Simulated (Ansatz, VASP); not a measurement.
# One calculation of Zr3S2, two programs

```
CELL_PARAMETERS angstrom
2.89426 1.67107 3.48166
-2.89415 1.67087 3.48198
-0.00012 -3.34193 3.48151
ATOMIC_POSITIONS crystal
Zr 0.16184 0.83815 0.49998
Zr 0.50002 0.16185 0.83815
Zr 0.83814 0.49999 0.16187
S 0.33489 0.33490 0.33490
S 0.66510 0.66511 0.66510
```

Change from the starting cell: cell sheared at random, sigma 0.06, atoms nudged by 0.01 Å; relaxed back.

Alike in both runs: functional PBE; k mesh 6 × 6 × 6; occupations gaussian, width 0.15 eV; no spin polarisation.

Ansatz relaxed the structure, and its values are those at the end. VASP's run is a single point on that final structure, the one shown.

|  | VASP | Ansatz |
| --- | --- | --- |
| version | VASP 6.6.1 | Ansatz 0.2.0 |
| potentials or method | VASP PAW PBE potentials, release 64 (Zr_sv, S), cutoff 520 eV | scalar-relativistic, plane waves, PAW |
| valence electrons in the cell | 48 | 48 |

```csv
,VASP,Ansatz,Ansatz less VASP
gap on the k mesh at the Fermi level (eV),none,none,-
pressure (GPa),0.0,0.0,-0.02
```

A gap of «none» marks a metal or a gap that the smearing closes.
